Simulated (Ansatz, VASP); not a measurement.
**SiC: VASP beside Ansatz**

```
Si C
1.0
     0.00000    2.02924    2.02924
     2.02924    0.00000    2.02924
     2.02924    2.02924    0.00000
Si C
1 1
Direct
  0.00000 0.00000 0.00000
  0.50000 0.50000 0.50000
```

Alike in both runs: functional PBE; k mesh 16 × 16 × 16; occupations fermi-dirac, width 0.1 eV; no spin polarisation.

Ansatz relaxed the structure, and its values are those at the end. VASP's run is a single point on that final structure, the one shown.

```csv
,VASP,Ansatz
version,VASP 6.6.1,Ansatz 0.2.0
potentials or method,"VASP PAW PBE potentials, release 64 (Si, C)","PAW with Ansatz's default frozen-core files, scalar-relativistic"
plane-wave cutoff (eV),520,420
valence electrons in the cell,8,8
```

```tsv
	VASP	Ansatz	Ansatz less VASP
pressure (GPa)	0.2	0.0	-0.19
```

With one functional, cell and mesh, what is left measures potentials, basis and numerics.
